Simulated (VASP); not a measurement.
A run of VASP 6.6.1:

Contents of INCAR:

```
SYSTEM = BaTe
  PREC = Accurate
  ENCUT = 520
  EDIFF = 1E-8
  ISMEAR = -1
  SIGMA = 0.05
  LREAL = .False.
  LASPH = .True.
  NELM = 100
  ALGO = Normal
  ISIF = 2
  LWAVE = .False.
  LCHARG = .False.
  GGA = PE
  LEFG = .True.
  NBANDS = 15
```

The input KPOINTS:

```
regular mesh
0
Gamma
  11 11 11
  0 0 0
```

File POSCAR:

```
BaTe
1.0
    0.0000000000      3.8635279548      3.8635279548
    3.8635279548      0.0000000000      3.8635279548
    3.8635279548      3.8635279548      0.0000000000
Ba Te
1 1
Direct
    0.0000000000      0.0000000000      0.0000000000
    0.2500000000      0.2500000000      0.2500000000
```

Potentials or basis: VASP PAW PBE potentials, release 64 (Ba_sv, Te).

The run is started by

```console
$ cat potpaw_PBE.64/Ba_sv/POTCAR potpaw_PBE.64/Te/POTCAR > POTCAR
$ mpirun -np 1 vasp_std > vasp.out
```

Hardware: 1 thread of Intel Xeon 8259CL, with other jobs on the host.

Task: Estimate the wall time of this run.

Result: Run time: 3.2 min on 1 thread of Intel Xeon 8259CL (shared host), peak memory 0.32 GiB. Counts: scf iterations 20, k points 56.
